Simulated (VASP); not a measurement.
# TiC (Fm-3m) in VASP: further runs

Aim: see how the results for TiC move with the level of theory and the settings. Levels: PBEsol, r2SCAN. Tasks: single point.

Everything below comes from runs of VASP 6.6.1. Logs are shortened: lines on timing, memory, paths and dates and some standing lists are left out, and cuts for length are marked.

### 1 The cell of the first run

It takes space group Fm-3m (No. 225, cubic). The conventional cell has a = 4.332 Å, b = 4.332 Å, c = 4.332 Å, α = 90.00°, β = 90.00°, γ = 90.00°. Within 2.9 Å of Ti (site symmetry m-3m) lie 6 C at 2.17 Å. C (site symmetry m-3m) has 6 Ti at 2.17 Å within 2.9 Å.

### 2 Single point, PBEsol

Contents of INCAR:

```
SYSTEM = TiC
ALGO = Normal ; EDIFF = 1E-6
ENCUT = 600 ; GGA = PS
GGA_COMPAT = .FALSE. ; ISIF = 2
ISMEAR = 1 ; LASPH = .TRUE.
LCHARG = .FALSE. ; LREAL = .FALSE.
LWAVE = .FALSE. ; NBANDS = 78
NELM = 120 ; PREC = Accurate
SIGMA = 0.1
```

Contents of KPOINTS:

```
k-points
0
G
  4 4 4
  0 0 0
```

Contents of POSCAR:

```
TiC
1.0
    0.0000000000      4.3323432233      4.3323432233
    4.3323432233      0.0000000000      4.3323432233
    4.3323432233      4.3323432233      0.0000000000
Ti C
8 8
Direct
    0.0000000000      0.0000000000      0.0000000000
    0.0000000000      0.0000000000      0.5000000000
    0.0000000000      0.5000000000      0.0000000000
    0.0000000000      0.5000000000      0.5000000000
    0.5000000000      0.0000000000      0.0000000000
    0.5000000000      0.0000000000      0.5000000000
    0.5000000000      0.5000000000      0.0000000000
    0.5000000000      0.5000000000      0.5000000000
    0.2500000000      0.2500000000      0.2500000000
    0.2500000000      0.2500000000      0.7500000000
    0.2500000000      0.7500000000      0.2500000000
    0.2500000000      0.7500000000      0.7500000000
    0.7500000000      0.2500000000      0.2500000000
    0.7500000000      0.2500000000      0.7500000000
    0.7500000000      0.7500000000      0.2500000000
    0.7500000000      0.7500000000      0.7500000000
```

Potentials or basis: VASP PAW PBE potentials, release 64 (Ti_sv, C).

Run with:

```sh
cat potpaw_PBE.64/Ti_sv/POTCAR potpaw_PBE.64/C/POTCAR > POTCAR
mpirun -np 1 vasp_std > vasp.out
```

OUTCAR:

```text
SYSTEM = TiC
   EDIFF = 1E-6
   ENCUT = 600
   GGA = PS
   ISIF = 2
   ISMEAR = 1
   LASPH = .TRUE.
   LREAL = .FALSE.
   NELM = 120
   PREC = Accurate

 ion  position               nearest neighbor table
   1  0.000  0.000  0.000-  10 2.17  11 2.17  12 2.17  13 2.17  14 2.17  15 2.17
   2  0.000  0.000  0.500-   9 2.17  11 2.17  12 2.17  13 2.17  14 2.17  16 2.17
   3  0.000  0.500  0.000-   9 2.17  10 2.17  12 2.17  13 2.17  15 2.17  16 2.17
   4  0.000  0.500  0.500-   9 2.17  10 2.17  11 2.17  14 2.17  15 2.17  16 2.17
   5  0.500  0.000  0.000-   9 2.17  10 2.17  11 2.17  14 2.17  15 2.17  16 2.17
   6  0.500  0.000  0.500-   9 2.17  10 2.17  12 2.17  13 2.17  15 2.17  16 2.17
[... 8 lines left out ...]
  15  0.750  0.750  0.250-   1 2.17   3 2.17   4 2.17   5 2.17   6 2.17   8 2.17
  16  0.750  0.750  0.750-   2 2.17   3 2.17   4 2.17   5 2.17   6 2.17   7 2.17

  LATTYP: Found a face centered cubic cell.
 ALAT       =     8.6646864466

  Lattice vectors:

 A1 = (   0.0000000000,   4.3323432233,   4.3323432233)
 A2 = (   4.3323432233,   0.0000000000,   4.3323432233)
 A3 = (   4.3323432233,   4.3323432233,   0.0000000000)

Analysis of symmetry for initial positions (statically):
=====================================================================
 Subroutine PRICEL returns following result:

  LATTYP: Found a face centered cubic cell.
 ALAT       =     4.3323432233

  Lattice vectors:

 A1 = (   0.0000000000,   2.1661716116,   2.1661716116)
 A2 = (   2.1661716116,   0.0000000000,   2.1661716116)
 A3 = (   2.1661716116,   2.1661716116,   0.0000000000)

   8 primitive cells build up your supercell.

 Routine SETGRP: Setting up the symmetry group for a
 face centered cubic supercell.

 Subroutine GETGRP returns: Found 48 space group operations
 (whereof 48 operations were pure point group operations)
 out of a pool of 48 trial point group operations.

The static configuration has the point symmetry O_h .

Analysis of symmetry for dynamics (positions and initial velocities):
=====================================================================
 Subroutine PRICEL returns following result:

  LATTYP: Found a face centered cubic cell.
 ALAT       =     4.3323432233

  Lattice vectors:

 A1 = (   0.0000000000,   2.1661716116,   2.1661716116)
 A2 = (   2.1661716116,   0.0000000000,   2.1661716116)
 A3 = (   2.1661716116,   2.1661716116,   0.0000000000)

   8 primitive cells build up your supercell.

 Routine SETGRP: Setting up the symmetry group for a
 face centered cubic supercell.

 Subroutine GETGRP returns: Found 48 space group operations
 (whereof 48 operations were pure point group operations)
 out of a pool of 48 trial point group operations.

The dynamic configuration has the point symmetry O_h .

 Subroutine INISYM returns: Found 48 space group operations
 (whereof 48 operations are pure point group operations),
 and found     8 'primitive' translations

----------------------------------------------------------------------------------------

                                     Primitive cell

  volume of cell :      20.3287

  direct lattice vectors                    reciprocal lattice vectors
     0.000000000  2.166171612  2.166171612    -0.230821971  0.230821971  0.230821971
     2.166171612  0.000000000  2.166171612     0.230821971 -0.230821971  0.230821971
     2.166171612  2.166171612  0.000000000     0.230821971  0.230821971 -0.230821971

  length of vectors
     3.063429272  3.063429272  3.063429272     0.399795381  0.399795381  0.399795381

  position of ions in fractional coordinates (direct lattice)
     0.000000000  0.000000000  0.000000000
     0.500000000  0.500000000  0.500000000

  ion indices of the primitive-cell ions
   primitive index   ion index
                 1           1
                 2           9

----------------------------------------------------------------------------------------

 KPOINTS: k-points

Automatic generation of k-mesh.
 Grid dimensions read from file:
 generate k-points for:    4    4    4

 Generating k-lattice:

  Cartesian coordinates                     Fractional coordinates (reciprocal lattice)
    -0.028852746  0.028852746  0.028852746     0.250000000  0.000000000  0.000000000
     0.028852746 -0.028852746  0.028852746     0.000000000  0.250000000  0.000000000
     0.028852746  0.028852746 -0.028852746     0.000000000  0.000000000  0.250000000

  Length of vectors
     0.049974423  0.049974423  0.049974423

  Shift w.r.t. Gamma in fractional coordinates (k-lattice)
     0.000000000  0.000000000  0.000000000

 Subroutine IBZKPT returns following result:
 ===========================================

 Found      8 irreducible k-points:

 Following reciprocal coordinates:
            Coordinates               Weight
  0.000000  0.000000  0.000000      1.000000
  0.250000  0.000000  0.000000      8.000000
  0.500000  0.000000  0.000000      4.000000
  0.250000  0.250000  0.000000      6.000000
  0.500000  0.250000  0.000000     24.000000
 -0.250000  0.250000  0.000000     12.000000
  0.500000  0.500000  0.000000      3.000000
 -0.250000  0.500000  0.250000      6.000000
   k-points           NKPTS =      8   k-points in BZ     NKDIM =      8   number of bands    NBANDS=     78
   number of dos      NEDOS =    301   number of ions     NIONS =     16
   total plane-waves  NPLWV = 125000
   dimension x,y,z NGX =    50 NGY =   50 NGZ =   50
   dimension x,y,z NGXF=   100 NGYF=  100 NGZF=  100
   ions per type =               8   8
   NGX,Y,Z   is equivalent  to a cutoff of  13.57, 13.57, 13.57 a.u.
   NGXF,Y,Z  is equivalent  to a cutoff of  27.13, 27.13, 27.13 a.u.
 SYSTEM =  TiC
   PREC   = accura    normal or accurate (medium, high low for compatibility)
   ISTART =      0    job   : 0-new  1-cont  2-samecut
   ICHARG =      2    charge: 1-file 2-atom 10-const
   ISPIN  =      1    spin polarized calculation?
   LNONCOLLINEAR =      F non collinear calculations
   LSORBIT =      F    spin-orbit coupling
   LASPH  =      T    aspherical Exc in radial PAW
   ENCUT  =  600.0 eV  44.10 Ry    6.64 a.u.  12.24 12.24 12.24*2*pi/ulx,y,z
   NELM   =    120;   NELMIN=  2; NELMDL= -5     # of ELM steps
   EDIFF  = 0.1E-05   stopping-criterion for ELM
   LREAL  =      F    real-space projection
[... 7 lines left out ...]
   TEBEG  =    0.0;   TEEND  =   0.0 temperature during run
   PSTRESS=    0.0 pullay stress
   NELECT =     128.0000    total number of electrons
   NUPDOWN=      -1.0000    fix difference up-down
   EMIN   =  10.00;   EMAX   =-10.00  energy-range for DOS
   EFERMI =   0.00;   METHOD = LEGACY
   ISMEAR =     1;   SIGMA  =   0.10  broadening in eV -4-tet -1-fermi 0-gaus
   EFERMI_NEDOS =   21; number of points for ismear=-14 and -15
   IALGO  =     38    algorithm
   IMIX   =      4    mixing-type and parameters
     AMIX     =   0.40;   BMIX     =  1.00
     AMIX_MAG =   1.60;   BMIX_MAG =  1.00
  volume/ion in A,a.u.               =      10.16        68.59
  Fermi-wavevector in a.u.,A,eV,Ry     =   1.511513  2.856346 31.084855  2.284672
  Thomas-Fermi vector in A             =   2.621560
   LORBIT       =      0    0 simple, 1 ext, 2 COOP (PROOUT), +10 PAW based schemes
   GGA     = PS    functional components
   LHFCALC =     F    Hartree Fock is set to
   AEXX    =    0.0000 exact exchange contribution
   IVDW    =     0    specifies the selected vdW correction
   LEPSILON=     F    determine dielectric tensor
   LRPA    =     F    only Hartree local field effects (RPA)
 non-spin polarized calculation
 Methfessel and Paxton  Order N= 1 SIGMA  =   0.10
  energy-cutoff  :      600.00
  volume of cell :      162.63
 maximum number of plane-waves:      5521
 NGX is ok and might be reduce to    50
   NGX = 25   NGY = 25   NGZ = 25

 number of electron     127.9999976 magnetization

 Free energy of the ion-electron system (eV)
  ---------------------------------------------------
  ext. energy  EPLUGINS =         0.00000000
  ---------------------------------------------------
  free energy    TOTEN  =      -158.31411151 eV

  energy without entropy =     -158.30802711  energy(sigma->0) =     -158.31208338

 E-fermi :   9.2565     XC(G=0): -12.8564

 val. band max:        9.0519307228   @ k =   0.2500   0.2500   0.0000
 cond. band min:       9.2732483126   @ k =   0.0000   0.0000   0.0000
 fundamental gap:      0.2213175898
 Fermi energy:         9.2565422246

 k-point     1 :       0.0000    0.0000    0.0000
  band No.  band energies     occupation
      1     -47.0396      2.00000
      2     -46.9649      2.00000
      3     -46.9649      2.00000
      4     -46.9649      2.00000
      5     -46.9649      2.00000
      6     -46.9402      2.00000
[... 68 lines left out ...]
     75      12.0252      0.00000
     76      12.2084      0.00000

 k-point     2 :       0.2500    0.0000    0.0000
  band No.  band energies     occupation
      1     -47.0288      2.00000
      2     -46.9759      2.00000
      3     -46.9613      2.00000
      4     -46.9613      2.00000
      5     -46.9613      2.00000
      6     -46.9438      2.00000
[... 68 lines left out ...]
     75      11.8337      0.00000
     76      12.2791      0.00000

 k-point     3 :       0.5000    0.0000    0.0000
  band No.  band energies     occupation
      1     -47.0024      2.00000
      2     -47.0024      2.00000
      3     -46.9526      2.00000
      4     -46.9526      2.00000
      5     -46.9526      2.00000
      6     -46.9526      2.00000
[... 384 lines left out ...]
     75      12.0826      0.00000
     76      12.0826      0.00000

 k-point     8 :      -0.2500    0.5000    0.2500
  band No.  band energies     occupation
      1     -46.9827      2.00000
      2     -46.9827      2.00000
      3     -46.9827      2.00000
      4     -46.9827      2.00000
      5     -46.9474      2.00000
      6     -46.9474      2.00000
[... 68 lines left out ...]
     75      12.0484      0.00000
     76      12.0838      0.00000
 [bands above 76 left out]

------------------------ aborting loop because EDIFF is reached ----------------------------------------

  FORCE on cell =-STRESS in cart. coord.  units (eV):
  Direction    XX          YY          ZZ          XY          YZ          ZX
  --------------------------------------------------------------------------------------
  -------------------------------------------------------------------------------------
  Total       -6.7764378     -6.7764378     -6.7764378     -0.0000000     -0.0000000      0.0000000
  in kB      -66.7595613    -66.7595613    -66.7595613     -0.0000000     -0.0000000      0.0000000
  external PRESSURE =     -66.7595613 kB  Pullay stress =       0.0000000 kB

 VOLUME and BASIS-vectors are now :
 -----------------------------------------------------------------------------
  energy-cutoff  :      600.00
  volume of cell :      162.63
      direct lattice vectors                 reciprocal lattice vectors
     0.000000000  4.332343223  4.332343223    -0.115410985  0.115410985  0.115410985
     4.332343223  0.000000000  4.332343223     0.115410985 -0.115410985  0.115410985
     4.332343223  4.332343223  0.000000000     0.115410985  0.115410985 -0.115410985

 POSITION                                       TOTAL-FORCE (eV/Angst)
 -----------------------------------------------------------------------------------
      0.00000      0.00000      0.00000        -0.000000      0.000000      0.000000
      2.16617      2.16617      0.00000         0.000000     -0.000000      0.000000
      2.16617      0.00000      2.16617        -0.000000      0.000000     -0.000000
      4.33234      2.16617      2.16617         0.000000      0.000000     -0.000000
      0.00000      2.16617      2.16617         0.000000      0.000000      0.000000
      2.16617      4.33234      2.16617         0.000000     -0.000000      0.000000
[... 8 lines left out ...]
      4.33234      4.33234      6.49851        -0.000000     -0.000000      0.000000
      6.49851      6.49851      6.49851        -0.000000     -0.000000     -0.000000
 -----------------------------------------------------------------------------------
    total drift:                                0.000000     -0.000000      0.000000

  FREE ENERGIE OF THE ION-ELECTRON SYSTEM (eV)
  ---------------------------------------------------
  free  energy   TOTEN  =      -158.3141115068 eV

  energy  without entropy=     -158.3080271144  energy(sigma->0) =     -158.31208338
```

Wall time 8 min (1 thread of Intel Xeon 8259CL, shared host); peak memory 0.39 GiB.

Results:

| Item | Value |
| --- | --- |
| Free energy | -158.3141 eV |
| Pressure | -6.7 GPa |
| Band gap on the k mesh | zero (bands 64 and 65 overlap by 0.39 eV) |

Caveat: the cell stands under tension; the PAW data sets were made with another functional, which shifts forces and pressure a little.

### 3 Single point, r2SCAN

POSCAR is that of step 2.

Contents of INCAR.step1:

```
ALGO = Normal
EDIFF = 1E-5
ENCUT = 660
GGA = PE
GGA_COMPAT = F
ISMEAR = 1
LASPH = T
LCHARG = F
LREAL = F
LWAVE = T
NBANDS = 78
NELM = 120
PREC = Accurate
SIGMA = 0.1
```

Contents of INCAR.step2:

```
ALGO = Normal
EDIFF = 1E-6
ENCUT = 660
GGA_COMPAT = F
ISIF = 2
ISMEAR = 1
ISTART = 1
LASPH = T
LCHARG = F
LMIXTAU = T
LREAL = F
LWAVE = F
METAGGA = R2SCAN
NBANDS = 78
NELM = 120
PREC = Accurate
SIGMA = 0.1
```

Contents of KPOINTS:

```
k-points
0
Gamma
  4 4 4
```

Potentials or basis: VASP PAW PBE potentials, release 64 (Ti_sv, C).

Run with:

```sh
cat potpaw_PBE.64/Ti_sv/POTCAR potpaw_PBE.64/C/POTCAR > POTCAR
cp INCAR.step1 INCAR
mpirun -np 1 vasp_std > vasp.out
cp INCAR.step2 INCAR
mpirun -np 1 vasp_std > vasp.out
```

Run time: 45 min. Hardware: 1 thread of Intel Xeon 8259CL, shared host; peak memory 0.49 GiB.

It converged, with:

```yaml
Free_energy: -198.9836 eV
Pressure: 0.0 GPa
Band_gap_on_the_k_mesh: zero (bands 64 and 65 overlap by 0.47 eV)
```

Levels at points of the mesh, in eV from the Fermi level:
```tsv
k point	band 61	band 62	band 63	band 64	band 65	band 66	band 67	band 68
(0.00, 0.00, 0.00)	-0.08	-0.08	-0.08	-0.08	0.92	0.92	0.92	1.73
(0.50, 0.00, 0.00)	-1.80	-1.80	-1.80	-1.80	1.68	1.68	1.68	1.68
(0.50, 0.50, 0.00)	-0.40	-0.40	-0.39	-0.39	-0.39	-0.39	2.26	2.26
```

Caveat: the PAW data sets were made with another functional, which shifts forces and pressure a little.

The gap in the log of VASP goes by the Fermi energy; the results here count the filled bands.